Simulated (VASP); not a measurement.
# Pt (R-3m) in VASP: single point with r2SCAN

Aim: the single point of Pt with r2SCAN.

Everything below comes from runs of VASP 6.6.1. Logs are shortened: lines on timing, memory, paths and dates and some standing lists are left out, and cuts for length are marked.

## Step 1: The cell of the first run

It takes space group R-3m (No. 166, trigonal). Conventional cell: a = 2.211 Å, b = 2.211 Å, c = 10.833 Å, α = 90.00°, β = 90.00°, γ = 120.00°. Within 2.9 Å of Pt (site symmetry -3m) lie 6 Pt at 2.21 Å.

## Step 2: Single point, r2SCAN

File POSCAR:

```
Pt
1.0
    1.0424517638      2.6061294095      2.6061294095
    2.6061294095      1.0424517638      2.6061294095
    2.6061294095      2.6061294095      1.0424517638
Pt
1
Direct
    0.0000000000      0.0000000000      0.0000000000
```

File INCAR.step1:

```
ALGO = Normal ; EDIFF = 1E-5
ENCUT = 550 ; GGA = PE
GGA_COMPAT = F ; ISMEAR = 0
LASPH = T ; LCHARG = F
LREAL = F ; LWAVE = T
NBANDS = 11 ; NELM = 120
PREC = Accurate ; SIGMA = 0.15
```

File INCAR.step2:

```
ALGO = Normal ; EDIFF = 1E-6
ENCUT = 550 ; GGA_COMPAT = F
ISIF = 2 ; ISMEAR = 0
ISTART = 1 ; LASPH = T
LCHARG = F ; LMIXTAU = T
LREAL = F ; LWAVE = F
METAGGA = R2SCAN ; NBANDS = 11
NELM = 120 ; PREC = Accurate
SIGMA = 0.15
```

File KPOINTS:

```
k-points
0
Gamma
  28 28 28
```

Potentials or basis: VASP PAW PBE potentials, release 64 (Pt).

On the command line:

```console
$ cat potpaw_PBE.64/Pt/POTCAR > POTCAR
$ cp INCAR.step1 INCAR
$ mpirun -np 1 vasp_std > vasp.out
$ cp INCAR.step2 INCAR
$ mpirun -np 1 vasp_std > vasp.out
```

OUTCAR:

```text
EDIFF = 1E-6
   ENCUT = 550
   ISIF = 2
   ISMEAR = 0
   ISTART = 1
   LASPH = T
   LREAL = F
   METAGGA = R2SCAN
   NELM = 120
   PREC = Accurate

 ion  position               nearest neighbor table
   1  0.000  0.000  0.000-

  LATTYP: Found a trigonal (rhomboedric) cell.
 ALAT       =     3.8302123542
 COS(alpha) =     0.8333333333

  Lattice vectors:

 A1 = (   1.0424517638,   2.6061294095,   2.6061294095)
 A2 = (   2.6061294095,   1.0424517638,   2.6061294095)
 A3 = (   2.6061294095,   2.6061294095,   1.0424517638)

Analysis of symmetry for initial positions (statically):
=====================================================================
 Subroutine PRICEL returns:
 Original cell was already a primitive cell.

 Routine SETGRP: Setting up the symmetry group for a
 trigonal (rhombohedral) supercell.

 Subroutine GETGRP returns: Found 12 space group operations
 (whereof 12 operations were pure point group operations)
 out of a pool of 12 trial point group operations.

The static configuration has the point symmetry D_3d.

Analysis of symmetry for dynamics (positions and initial velocities):
=====================================================================
 Subroutine PRICEL returns:
 Original cell was already a primitive cell.

 Routine SETGRP: Setting up the symmetry group for a
 trigonal (rhombohedral) supercell.

 Subroutine GETGRP returns: Found 12 space group operations
 (whereof 12 operations were pure point group operations)
 out of a pool of 12 trial point group operations.

The dynamic configuration has the point symmetry D_3d.

 Subroutine INISYM returns: Found 12 space group operations
 (whereof 12 operations are pure point group operations),
 and found     1 'primitive' translations

----------------------------------------------------------------------------------------

                                     Primitive cell

  volume of cell :      15.2933

  direct lattice vectors                    reciprocal lattice vectors
     1.042451764  2.606129409  2.606129409    -0.373052166  0.266465833  0.266465833
     2.606129409  1.042451764  2.606129409     0.266465833 -0.373052166  0.266465833
     2.606129409  2.606129409  1.042451764     0.266465833  0.266465833 -0.373052166

  length of vectors
     3.830212354  3.830212354  3.830212354     0.530260313  0.530260313  0.530260313

  position of ions in fractional coordinates (direct lattice)
     0.000000000  0.000000000  0.000000000

  ion indices of the primitive-cell ions
   primitive index   ion index
                 1           1

----------------------------------------------------------------------------------------

 KPOINTS: k-points

Automatic generation of k-mesh.
 Grid dimensions read from file:
 generate k-points for:   28   28   28

 Generating k-lattice:

  Cartesian coordinates                     Fractional coordinates (reciprocal lattice)
    -0.013323292  0.009516637  0.009516637     0.035714286 -0.000000000 -0.000000000
     0.009516637 -0.013323292  0.009516637    -0.000000000  0.035714286 -0.000000000
     0.009516637  0.009516637 -0.013323292     0.000000000  0.000000000  0.035714286

  Length of vectors
     0.018937868  0.018937868  0.018937868

  Shift w.r.t. Gamma in fractional coordinates (k-lattice)
     0.000000000  0.000000000  0.000000000

 Subroutine IBZKPT returns following result:
 ===========================================

 Found   2045 irreducible k-points:

 Following reciprocal coordinates:
            Coordinates               Weight
  0.000000  0.000000  0.000000      1.000000
  0.035714  0.000000  0.000000      6.000000
  0.071429  0.000000  0.000000      6.000000
  0.107143  0.000000  0.000000      6.000000
  0.142857  0.000000  0.000000      6.000000
  0.178571  0.000000 -0.000000      6.000000
[... 16 lines left out ...]
  0.285714  0.035714 -0.000000     12.000000
  0.321429  0.035714 -0.000000     12.000000
 [... further k-points ...]
   k-points           NKPTS =   2045   k-points in BZ     NKDIM =   2045   number of bands    NBANDS=     11
   number of dos      NEDOS =    301   number of ions     NIONS =      1
   total plane-waves  NPLWV =  27000
   dimension x,y,z NGX =    30 NGY =   30 NGZ =   30
   dimension x,y,z NGXF=    60 NGYF=   60 NGZF=   60
   ions per type =               1
   NGX,Y,Z   is equivalent  to a cutoff of  13.02, 13.02, 13.02 a.u.
   NGXF,Y,Z  is equivalent  to a cutoff of  26.04, 26.04, 26.04 a.u.
 SYSTEM =  unknown system
   PREC   = accura    normal or accurate (medium, high low for compatibility)
   ISTART =      1    job   : 0-new  1-cont  2-samecut
   ICHARG =      0    charge: 1-file 2-atom 10-const
   ISPIN  =      1    spin polarized calculation?
   LNONCOLLINEAR =      F non collinear calculations
   LSORBIT =      F    spin-orbit coupling
   LASPH  =      T    aspherical Exc in radial PAW
   ENCUT  =  550.0 eV  40.42 Ry    6.36 a.u.   7.32  7.32  7.32*2*pi/ulx,y,z
   NELM   =    120;   NELMIN=  2; NELMDL=  0     # of ELM steps
   EDIFF  = 0.1E-05   stopping-criterion for ELM
   LREAL  =      F    real-space projection
   EDIFFG = 0.1E-04   stopping-criterion for IOM
   NSW    =      0    number of steps for IOM
   IBRION =     -1    ionic relax: 0-MD 1-quasi-New 2-CG
   NFREE  =      0    steps in history (QN), initial steepest desc. (CG)
   ISIF   =      2    stress and relaxation
   ISYM   =      2    0-nonsym 1-usesym 2-fastsym
   POTIM  = 0.5000    time-step for ionic-motion
   TEBEG  =    0.0;   TEEND  =   0.0 temperature during run
   PSTRESS=    0.0 pullay stress
   NELECT =      10.0000    total number of electrons
   NUPDOWN=      -1.0000    fix difference up-down
   EMIN   =  10.00;   EMAX   =-10.00  energy-range for DOS
   EFERMI =   0.00;   METHOD = LEGACY
   ISMEAR =     0;   SIGMA  =   0.15  broadening in eV -4-tet -1-fermi 0-gaus
   EFERMI_NEDOS =   21; number of points for ismear=-14 and -15
   IALGO  =     38    algorithm
   IMIX   =      4    mixing-type and parameters
     AMIX     =   0.40;   BMIX     =  1.00
     AMIX_MAG =   1.60;   BMIX_MAG =  1.00
  volume/ion in A,a.u.               =      15.29       103.20
  Fermi-wavevector in a.u.,A,eV,Ry     =   1.420935  2.685178 27.470936  2.019057
  Thomas-Fermi vector in A             =   2.541798
   LORBIT       =      0    0 simple, 1 ext, 2 COOP (PROOUT), +10 PAW based schemes
   METAGGA = R2SCAN    functional components
   LHFCALC =     F    Hartree Fock is set to
   AEXX    =    0.0000 exact exchange contribution
   IVDW    =     0    specifies the selected vdW correction
   LEPSILON=     F    determine dielectric tensor
   LRPA    =     F    only Hartree local field effects (RPA)
 non-spin polarized calculation
 Gauss-broadening in eV      SIGMA  =   0.15
  energy-cutoff  :      550.00
  volume of cell :       15.29
 maximum number of plane-waves:       470
 NGX is ok and might be reduce to    30
   NGX = 15   NGY = 15   NGZ = 15

 number of electron      10.0000001 magnetization

 Free energy of the ion-electron system (eV)
  ---------------------------------------------------
  ext. energy  EPLUGINS =         0.00000000
  ---------------------------------------------------
  free energy    TOTEN  =       -46.88580653 eV

  energy without entropy =      -46.87773741  energy(sigma->0) =      -46.88177197

 E-fermi :  11.0379     XC(G=0): -13.7543

 val. band max:       11.0355361880   @ k =  -0.3929   0.2500   0.2500
 cond. band min:      11.0378587133   @ k =  -0.3214  -0.3929   0.2500
 fundamental gap:      0.0023225253
 Fermi energy:        11.0378533427

 k-point     1 :       0.0000    0.0000    0.0000
  band No.  band energies     occupation
      1      -1.9334      2.00000
      2       3.7849      2.00000
      3       4.6797      2.00000
      4       4.6797      2.00000
      5      11.9764      0.00000
      6      11.9764      0.00000
      7      14.8885      0.00000
      8      24.7087      0.00000
      9      27.9623      0.00000
     10      38.7556      0.00000
     11      42.0703      0.00000

 k-point     2 :       0.0357    0.0000    0.0000
  band No.  band energies     occupation
      1      -1.8159      2.00000
      2       3.8290      2.00000
      3       4.5947      2.00000
      4       4.7707      2.00000
      5      11.5085      0.00001
      6      11.9456      0.00000
      7      15.3610      0.00000
      8      24.7366      0.00000
      9      28.1943      0.00000
     10      38.8237      0.00000
     11      41.3663      0.00000

 k-point     3 :       0.0714    0.0000    0.0000
  band No.  band energies     occupation
      1      -1.4743      2.00000
      2       3.9599      2.00000
      3       4.3625      2.00000
      4       5.0424      2.00000
      5      10.5467      2.00000
      6      11.8554      0.00000
      7      16.3326      0.00000
      8      24.8236      0.00000
      9      28.8727      0.00000
     10      38.9955      0.00000
     11      39.9631      0.00000

 k-point     4 :       0.1071    0.0000    0.0000
  band No.  band energies     occupation
      1      -0.9485      2.00000
      2       4.0388      2.00000
      3       4.1872      2.00000
      4       5.4901      2.00000
      5       9.4717      2.00000
      6      11.7126      0.00000
      7      17.4095      0.00000
      8      24.9794      0.00000
      9      29.9480      0.00000
     10      38.3305      0.00000
     11      39.3433      0.00000

 k-point     5 :       0.1429    0.0000    0.0000
  band No.  band energies     occupation
      1      -0.3340      2.00000
      2       3.7793      2.00000
      3       4.4791      2.00000
      4       6.1060      2.00000
      5       8.4004      2.00000
      6      11.5270      0.00000
      7      18.4546      0.00000
      8      25.2178      0.00000
      9      31.3409      0.00000
     10      36.8585      0.00000
     11      39.4449      0.00000
[... 211 lines left out ...]
 k-point    21 :       0.2143    0.0357    0.0000
  band No.  band energies     occupation
      1       0.4029      2.00000
      2       3.8265      2.00000
      3       5.0891      2.00000
      4       6.8799      2.00000
      5       7.4945      2.00000
      6      11.1327      0.37110
      7      19.6572      0.00000
      8      26.0364      0.00000
      9      33.5825      0.00000
     10      34.9792      0.00000
     11      38.1920      0.00000

 k-point    22 :       0.2500    0.0357    0.0000
  band No.  band energies     occupation
      1       0.3380      2.00000
      2       4.6318      2.00000
      3       5.3606      2.00000
      4       6.1955      2.00000
      5       8.5182      2.00000
      6      10.8825      1.85690
      7      20.3161      0.00000
      8      26.5522      0.00000
      9      32.9234      0.00000
     10      35.2522      0.00000
     11      37.6923      0.00000

 k-point    23 :       0.2857    0.0357   -0.0000
  band No.  band energies     occupation
      1       0.0116      2.00000
      2       4.9141      2.00000
      3       5.8727      2.00000
      4       6.3605      2.00000
      5       9.6594      2.00000
      6      10.6341      1.99986
      7      20.8321      0.00000
      8      27.0687      0.00000
      9      31.4455      0.00000
     10      34.8940      0.00000
     11      38.8314      0.00000

 k-point    24 :       0.3214    0.0357   -0.0000
  band No.  band energies     occupation
      1      -0.3954      2.00000
      2       4.2537      2.00000
      3       6.8333      2.00000
      4       7.3784      2.00000
      5      10.3989      2.00000
      6      10.8867      1.84591
      7      21.2251      0.00000
      8      27.4975      0.00000
      9      29.8782      0.00000
     10      34.4378      0.00000
     11      39.2134      0.00000

 [... further k-points ...]

------------------------ aborting loop because EDIFF is reached ----------------------------------------

  FORCE on cell =-STRESS in cart. coord.  units (eV):
  Direction    XX          YY          ZZ          XY          YZ          ZX
  --------------------------------------------------------------------------------------
  -------------------------------------------------------------------------------------
  Total       19.7566382     19.7566382     19.7566382     -9.7229320     -9.7229320     -9.7229320
  in kB     2069.7693692   2069.7693692   2069.7693692  -1018.6058300  -1018.6058300  -1018.6058300
  external PRESSURE =    2069.7693692 kB  Pullay stress =       0.0000000 kB

 VOLUME and BASIS-vectors are now :
 -----------------------------------------------------------------------------
  energy-cutoff  :      550.00
  volume of cell :       15.29
      direct lattice vectors                 reciprocal lattice vectors
     1.042451764  2.606129409  2.606129409    -0.373052166  0.266465833  0.266465833
     2.606129409  1.042451764  2.606129409     0.266465833 -0.373052166  0.266465833
     2.606129409  2.606129409  1.042451764     0.266465833  0.266465833 -0.373052166

 POSITION                                       TOTAL-FORCE (eV/Angst)
 -----------------------------------------------------------------------------------
      0.00000      0.00000      0.00000        -0.000000     -0.000000     -0.000000
 -----------------------------------------------------------------------------------
    total drift:                               -0.000000     -0.000000     -0.000000

  FREE ENERGIE OF THE ION-ELECTRON SYSTEM (eV)
  ---------------------------------------------------
  free  energy   TOTEN  =       -46.8858065262 eV

  energy  without entropy=      -46.8777374065  energy(sigma->0) =      -46.88177197
```

Run time: 25 min. Hardware: 1 thread of AMD EPYC 9R45 (Zen 5), shared host; peak memory 0.48 GiB.

Results:

```
Free energy            : -46.8858 eV
Pressure               : 207.0 GPa
Band gap on the k mesh : zero (bands 5 and 6 overlap by 4.84 eV)
```

Caveat: the cell stands under pressure; the PAW data sets were made with another functional, which shifts forces and pressure a little; spin-orbit coupling is left out, which moves the levels of the heavy elements.
